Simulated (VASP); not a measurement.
# LiCl (I4/mmm) in VASP: notebook

The runs below take LiCl through single point, with PBE.

All numbers are computed with VASP 6.6.1; they aren't measurements. Logs are shortened: lines on timing, memory, paths and dates and some standing lists are left out, and cuts for length are marked.

## 1. The cell of the first run

The structure is tetragonal, space group I4/mmm (No. 139). Conventional cell: a = 3.627 Å, b = 3.627 Å, c = 5.283 Å, α = 90.00°, β = 90.00°, γ = 90.00°. Within 3.4 Å of Li (site symmetry 4/mmm) lie 6 Cl at 2.56 to 2.64 Å. Cl (site symmetry 4/mmm) has 6 Li at 2.56 to 2.64 Å within 3.4 Å.

## 2. Single point, PBE (strain +0.0300 x Voigt [0, 0, 1, 0, 0, 0])

Input file INCAR:

```
SYSTEM = LiCl
ALGO     = Normal         ! electronic algorithm
EDIFF    = 1E-7           ! SCF threshold, eV
ENCUT    = 520            ! plane-wave cutoff, eV
GGA      = PE             ! functional
ISIF     = 2              ! what is computed and relaxed
ISMEAR   = 0              ! smearing method
LASPH    = .TRUE.         ! aspherical terms in the spheres
LCHARG   = .TRUE.         ! write CHGCAR
LELF     = .TRUE.         ! ELF
LREAL    = .FALSE.        ! projectors in reciprocal space
LVHAR    = .TRUE.       
LWAVE    = .FALSE.        ! write WAVECAR
NBANDS   = 12             ! bands
NELM     = 80             ! most SCF steps
PREC     = Accurate       ! precision mode
SIGMA    = 0.05           ! smearing width, eV
```

Input file KPOINTS:

```
k-points
0
G
  8 8 8
  0 0 0
```

Input file POSCAR:

```
LiCl
1.0
    0.0000000000      2.5647600000      2.6417028000
    2.5647600000      0.0000000000      2.6417028000
    2.5647600000      2.5647600000      0.0000000000
Li Cl
1 1
Direct
    0.0000000000      0.0000000000      0.0000000000
    0.5000000000      0.5000000000      0.5000000000
```

Potentials or basis: VASP PAW PBE potentials, release 64 (Li_sv, Cl).

Launch:

```bash
> cat potpaw_PBE.64/Li_sv/POTCAR potpaw_PBE.64/Cl/POTCAR > POTCAR
> mpirun -np 1 vasp_std > vasp.out
```

OUTCAR:

```text
SYSTEM = LiCl
   EDIFF = 1E-7
   ENCUT = 520
   GGA = PE
   ISIF = 2
   ISMEAR = 0
   LASPH = .TRUE.
   LREAL = .FALSE.
   NELM = 80
   PREC = Accurate

 ion  position               nearest neighbor table
   1  0.000  0.000  0.000-   2 2.56   2 2.56   2 2.56   2 2.56
   2  0.500  0.500  0.500-   1 2.56   1 2.56   1 2.56   1 2.56

  LATTYP: Found a body centered tetragonal cell.
 ALAT       =     3.6271183762
 C/A-ratio  =     1.4566399692

  Lattice vectors:

 A1 = (  -2.5647600000,   0.0000000000,   2.6417028000)
 A2 = (   2.5647600000,   0.0000000000,   2.6417028000)
 A3 = (   0.0000000000,   2.5647600000,  -2.6417028000)

Analysis of symmetry for initial positions (statically):
=====================================================================
 Subroutine PRICEL returns:
 Original cell was already a primitive cell.

 Routine SETGRP: Setting up the symmetry group for a
 body centered tetragonal supercell.

 Subroutine GETGRP returns: Found 16 space group operations
 (whereof 16 operations were pure point group operations)
 out of a pool of 16 trial point group operations.

The static configuration has the point symmetry D_4h.

Analysis of symmetry for dynamics (positions and initial velocities):
=====================================================================
 Subroutine PRICEL returns:
 Original cell was already a primitive cell.

 Routine SETGRP: Setting up the symmetry group for a
 body centered tetragonal supercell.

 Subroutine GETGRP returns: Found 16 space group operations
 (whereof 16 operations were pure point group operations)
 out of a pool of 16 trial point group operations.

The dynamic configuration has the point symmetry D_4h.

 Subroutine INISYM returns: Found 16 space group operations
 (whereof 16 operations are pure point group operations),
 and found     1 'primitive' translations

----------------------------------------------------------------------------------------

                                     Primitive cell

  volume of cell :      34.7542

  direct lattice vectors                    reciprocal lattice vectors
     0.000000000  2.564760000  2.641702800    -0.194950015  0.194950015  0.189271859
     2.564760000  0.000000000  2.641702800     0.194950015 -0.194950015  0.189271859
     2.564760000  2.564760000  0.000000000     0.194950015  0.194950015 -0.189271859

  length of vectors
     3.681927150  3.681927150  3.627118376     0.334417184  0.334417184  0.334417184

  position of ions in fractional coordinates (direct lattice)
     0.000000000  0.000000000  0.000000000
     0.500000000  0.500000000  0.500000000

  ion indices of the primitive-cell ions
   primitive index   ion index
                 1           1
                 2           2
[... 86 lines left out ...]
   EFERMI =   0.00;   METHOD = LEGACY
   ISMEAR =     0;   SIGMA  =   0.05  broadening in eV -4-tet -1-fermi 0-gaus
   EFERMI_NEDOS =   21; number of points for ismear=-14 and -15
   IALGO  =     38    algorithm
   IMIX   =      4    mixing-type and parameters
     AMIX     =   0.40;   BMIX     =  1.00
     AMIX_MAG =   1.60;   BMIX_MAG =  1.00
  volume/ion in A,a.u.               =      17.38       117.27
  Fermi-wavevector in a.u.,A,eV,Ry     =   1.080784  2.042386 15.892893  1.168095
  Thomas-Fermi vector in A             =   2.216784
   LORBIT       =      0    0 simple, 1 ext, 2 COOP (PROOUT), +10 PAW based schemes
   GGA     = PE    functional components
   LHFCALC =     F    Hartree Fock is set to
   AEXX    =    0.0000 exact exchange contribution
   IVDW    =     0    specifies the selected vdW correction
   LEPSILON=     F    determine dielectric tensor
   LRPA    =     F    only Hartree local field effects (RPA)
 non-spin polarized calculation
 Gauss-broadening in eV      SIGMA  =   0.05
  energy-cutoff  :      520.00
  volume of cell :       34.75
 maximum number of plane-waves:       954
   NGX = 13   NGY = 13   NGZ = 13

 number of electron      10.0000009 magnetization

 Free energy of the ion-electron system (eV)
  ---------------------------------------------------
  ext. energy  EPLUGINS =         0.00000000
  ---------------------------------------------------
  free energy    TOTEN  =        -7.38354232 eV

  energy without entropy =       -7.38354232  energy(sigma->0) =       -7.38354232

 E-fermi :   0.7602     XC(G=0):  -8.6026

 val. band max:        0.4076030303   @ k =   0.0000   0.0000   0.0000
 cond. band min:       6.5354744253   @ k =   0.0000   0.0000   0.0000
 fundamental gap:      6.1278713949
 Fermi energy:         0.7602383695

 k-point     1 :       0.0000    0.0000    0.0000
  band No.  band energies     occupation
      1     -43.2123      2.00000
      2     -12.9351      2.00000
      3       0.3353      2.00000
      4       0.3353      2.00000
      5       0.4076      2.00000
      6       6.5355      0.00000
      7      12.1102      0.00000
      8      12.3635      0.00000
      9      12.3635      0.00000
     10      14.3462      0.00000
     11      14.6833      0.00000
     12      14.9087      0.00000
[... 331 lines left out ...]
 k-point    24 :       0.3750    0.0000    0.1250
  band No.  band energies     occupation
      1     -43.2104      2.00000
      2     -12.4965      2.00000
      3      -1.7504      2.00000
      4      -0.0669      2.00000
      5      -0.0513      2.00000
      6       7.9469      0.00000
      7       9.9518      0.00000
      8      10.8909      0.00000
      9      11.2929      0.00000
     10      14.3556      0.00000
     11      16.6093      0.00000
     12      17.2775      0.00000

 [... further k-points ...]

------------------------ aborting loop because EDIFF is reached ----------------------------------------

  FORCE on cell =-STRESS in cart. coord.  units (eV):
  Direction    XX          YY          ZZ          XY          YZ          ZX
  --------------------------------------------------------------------------------------
  -------------------------------------------------------------------------------------
  Total       -0.0734899     -0.0734899     -0.2340054      0.0000000      0.0000000      0.0000000
  in kB       -3.3879000     -3.3879000    -10.7877034      0.0000000      0.0000000      0.0000000
  external PRESSURE =      -5.8545011 kB  Pullay stress =       0.0000000 kB

 VOLUME and BASIS-vectors are now :
 -----------------------------------------------------------------------------
  energy-cutoff  :      520.00
  volume of cell :       34.75
      direct lattice vectors                 reciprocal lattice vectors
     0.000000000  2.564760000  2.641702800    -0.194950015  0.194950015  0.189271859
     2.564760000  0.000000000  2.641702800     0.194950015 -0.194950015  0.189271859
     2.564760000  2.564760000  0.000000000     0.194950015  0.194950015 -0.189271859

 POSITION                                       TOTAL-FORCE (eV/Angst)
 -----------------------------------------------------------------------------------
      0.00000      0.00000      0.00000         0.000000     -0.000000      0.000000
      2.56476      2.56476      2.64170        -0.000000      0.000000      0.000000
 -----------------------------------------------------------------------------------
    total drift:                                0.000000      0.000000      0.000000

  FREE ENERGIE OF THE ION-ELECTRON SYSTEM (eV)
  ---------------------------------------------------
  free  energy   TOTEN  =        -7.3835423220 eV

  energy  without entropy=       -7.3835423220  energy(sigma->0) =       -7.38354232
```

OSZICAR:

```text
N       E                     dE             d eps       ncg     rms          rms(c)
DAV:   1     0.385264038089E+02    0.38526E+02   -0.40854E+03  1416   0.764E+02
DAV:   2    -0.507606443762E+01   -0.43602E+02   -0.42192E+02  1832   0.142E+02
DAV:   3    -0.738069755323E+01   -0.23046E+01   -0.22981E+01  1884   0.336E+01
DAV:   4    -0.745086291116E+01   -0.70165E-01   -0.70146E-01  1968   0.579E+00
DAV:   5    -0.745163665854E+01   -0.77375E-03   -0.77373E-03  1920   0.589E-01    0.236E+00
DAV:   6    -0.737701577570E+01    0.74621E-01   -0.16291E-01  1852   0.187E+00    0.168E+00
DAV:   7    -0.737905061017E+01   -0.20348E-02   -0.51114E-02  2144   0.117E+00    0.924E-01
DAV:   8    -0.738351993590E+01   -0.44693E-02   -0.67992E-03  1660   0.568E-01    0.159E-01
DAV:   9    -0.738347862132E+01    0.41315E-04   -0.22747E-04  1808   0.105E-01    0.568E-02
DAV:  10    -0.738353427670E+01   -0.55655E-04   -0.13634E-04  1652   0.781E-02    0.526E-02
DAV:  11    -0.738354153727E+01   -0.72606E-05   -0.15727E-05  1904   0.253E-02    0.196E-03
DAV:  12    -0.738354246894E+01   -0.93167E-06   -0.54269E-07  1712   0.549E-03    0.421E-03
DAV:  13    -0.738354224123E+01    0.22771E-06   -0.16375E-07  1740   0.263E-03    0.386E-04
DAV:  14    -0.738354234871E+01   -0.10748E-06   -0.29405E-09   908   0.465E-04    0.313E-04
DAV:  15    -0.738354232200E+01    0.26714E-07   -0.11539E-09   900   0.277E-04
   1 F= -.73835423E+01 E0= -.73835423E+01  d E =-.137729E-25
```

It took 39 s on 1 thread of Intel Xeon 8259CL, shared host; peak memory 0.16 GiB.

Results:

| Property | Result |
| --- | --- |
| Free energy | -7.3835 eV |
| Band gap on the k mesh | 6.13 eV |

Caveat: the cell differs from its parent crystal (strain +0.0300 x Voigt [0, 0, 1, 0, 0, 0]); the cutoff is under 1.25 times the usual one of these potentials, so pressure, stress and relaxed cells hold a basis-set (Pulay) error. A k mesh can miss the band edges.

## 3. Single point, PBE (strain +0.0600 x Voigt [0, 0, 1, 0, 0, 0])

Input file INCAR:

```
SYSTEM = LiCl
  PREC = Accurate
  ENCUT = 520
  EDIFF = 1E-7
  ISMEAR = 0
  SIGMA = 0.05
  LREAL = .False.
  LASPH = .True.
  NELM = 80
  ALGO = Normal
  ISIF = 2
  LWAVE = .False.
  LCHARG = .False.
  GGA = PE
  NBANDS = 12
```

Input file KPOINTS:

```
regular mesh
0
Gamma
  8 8 8
  0 0 0
```

Input file POSCAR:

```
LiCl
1.0
    0.0000000000      2.5647600000      2.7186456000
    2.5647600000      0.0000000000      2.7186456000
    2.5647600000      2.5647600000      0.0000000000
Li Cl
1 1
Direct
    0.0000000000      0.0000000000      0.0000000000
    0.5000000000      0.5000000000      0.5000000000
```

Potentials or basis: VASP PAW PBE potentials, release 64 (Li_sv, Cl).

Launch:

```bash
> cat potpaw_PBE.64/Li_sv/POTCAR potpaw_PBE.64/Cl/POTCAR > POTCAR
> mpirun -np 1 vasp_std > vasp.out
```

It took 35 s on 1 thread of Intel Xeon 8259CL, shared host; peak memory 0.16 GiB.

The run converged. Its results:

* Free energy: -7.3742 eV
* Band gap on the k mesh: 5.95 eV

Levels at points of the mesh, in eV from the valence-band top:
```
           k point  band 3  band 4  band 5  band 6  band 7  band 8
(0.00, 0.00, 0.00)   -0.13   -0.13    0.00    5.95   11.50   11.99
(0.50, 0.00, 0.00)   -2.66   -0.38   -0.24    6.61    9.20    9.61
(0.50, 0.50, 0.00)   -2.70   -0.97   -0.97    7.78    8.47   11.38
(0.50, 0.00, 0.50)   -2.72   -1.31   -0.95    7.66    8.23   12.15
```

Caveat: the cell differs from its parent crystal (strain +0.0600 x Voigt [0, 0, 1, 0, 0, 0]); the cutoff is under 1.25 times the usual one of these potentials, so pressure, stress and relaxed cells hold a basis-set (Pulay) error. A k mesh can miss the band edges.

(Part 1 of 2 ends here.)
